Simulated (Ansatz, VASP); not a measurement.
## Two plane-wave programs on ZnO

```
Zn O
1.0
     0.05875    2.19252    2.19252
     2.19252    0.05875    2.19252
     2.19252    2.19252    0.05875
Zn O
1 1
Direct
  0.00000 0.00000 0.00000
  0.50000 0.50000 0.50000
```

Change from the starting cell: shear_111 strain +4.1%.

Alike in both runs: task single point; functional PBE; k mesh 10 × 10 × 10; occupations fermi-dirac, width 0.02 eV; no spin polarisation.

|  | VASP | Ansatz |
| --- | --- | --- |
| version | VASP 6.6.1 | Ansatz 0.2.0 |
| potentials or method | VASP PAW PBE potentials, release 64 (Zn, O) | plane waves, PAW |
| plane-wave cutoff (eV) | 520 | 420 |
| valence electrons in the cell | 18 | 18 |

Ansatz gave:

| Quantity | Value |
| --- | --- |
| pressure (GPa) | 0.5 |
| traceless stress, the component that is largest in VASP (GPa) | -2.35 |

Task: What did VASP give for the same quantities?

Result: Pressure (GPa): 1.4; traceless stress, the component that is largest in VASP (GPa): -2.33.

The functional is the same, so the differences come from potentials, cutoffs and numerics.
